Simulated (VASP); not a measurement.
Input of a VASP 6.6.1 run:

INCAR

```
PREC = Accurate
ENCUT = 520
EDIFF = 1E-7
ISMEAR = 0
SIGMA = 0.15
LREAL = F
LASPH = T
NELM = 80
ALGO = Fast
ISIF = 2
LWAVE = F
LCHARG = F
GGA = PS
NBANDS = 18
```

The input KPOINTS:

```
Automatic mesh
0
Gamma
  18 18 8
```

Contents of POSCAR:

```
Al3Cu
1.0
    2.9344201575      0.0000000000      0.0000000000
    0.0000000000      2.9344201575      0.0000000000
    0.0000000000      0.0000000000      6.8222635325
Al Cu
3 1
Direct
    0.0000000000      0.0000000000      0.5000000000
    0.5000000000      0.5000000000      0.2206884206
    0.5000000000      0.5000000000      0.7793115794
    0.0000000000      0.0000000000      0.0000000000
```

Potentials or basis: VASP PAW PBE potentials, release 64 (Al, Cu).

The run is started by

```sh
$ cat potpaw_PBE.64/Al/POTCAR potpaw_PBE.64/Cu/POTCAR > POTCAR
$ mpirun -np 1 vasp_std > vasp.out
```

(1) Predict the largest force.

(2) What does it give for the band gap on the k mesh?

(3) What does it give for the pressure?

Results:

(1) 0.037 eV/Å.

(2) zero (bands 10 and 11 overlap by 7.41 eV).

(3) 0.9 GPa.

Caveat: the stress differs along the axes, from -2 to 6 GPa; the PAW data sets were made with another functional, which shifts forces and pressure a little.
